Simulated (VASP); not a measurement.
Here is a VASP 6.6.1 calculation.

INCAR

```
PREC = Accurate
ENCUT = 520
EDIFF = 1E-8
ISMEAR = -1
SIGMA = 0.05
LREAL = F
LASPH = T
NELM = 60
ALGO = Normal
ISIF = 2
LWAVE = F
LCHARG = F
GGA = PE
LEFG = T
NBANDS = 16
```

The input KPOINTS:

```
Automatic mesh
0
Gamma
  11 11 10
```

POSCAR

```
NbSb
1.0
    3.6660429034      0.0000000000      0.0000000000
   -1.8330214517      3.1748862857      0.0000000000
    0.0000000000      0.0000000000      3.8879646177
Nb Sb
1 1
Direct
    0.0000000000      0.0000000000      0.0000000000
    0.3333333333      0.6666666667      0.5000000000
```

Potentials or basis: VASP PAW PBE potentials, release 64 (Nb_sv, Sb).

Run with:

```bash
$ cat potpaw_PBE.64/Nb_sv/POTCAR potpaw_PBE.64/Sb/POTCAR > POTCAR
$ mpirun -np 1 vasp_std > vasp.out
```

Q: Predict the band gap on the k mesh.

A: Zero (band 9 reaches 9.54 eV, above the bottom of band 10 at 9.31 eV).

Q: Estimate the pressure.

A: -6.8 GPa.

Electric field gradients, principal values (V/Å²):
| atom | least | middle | greatest (by size) |
| --- | --- | --- | --- |
| 1 Nb | -3.618 | -3.619 | 7.238 |
| 2 Sb | 32.097 | 32.097 | -64.194 |

Caveat: without QUAD_EFG the Cq values of the log hold for a quadrupole moment of 1 mb, not for the nuclei; spin-orbit coupling is left out, which moves the levels of the heavy elements.
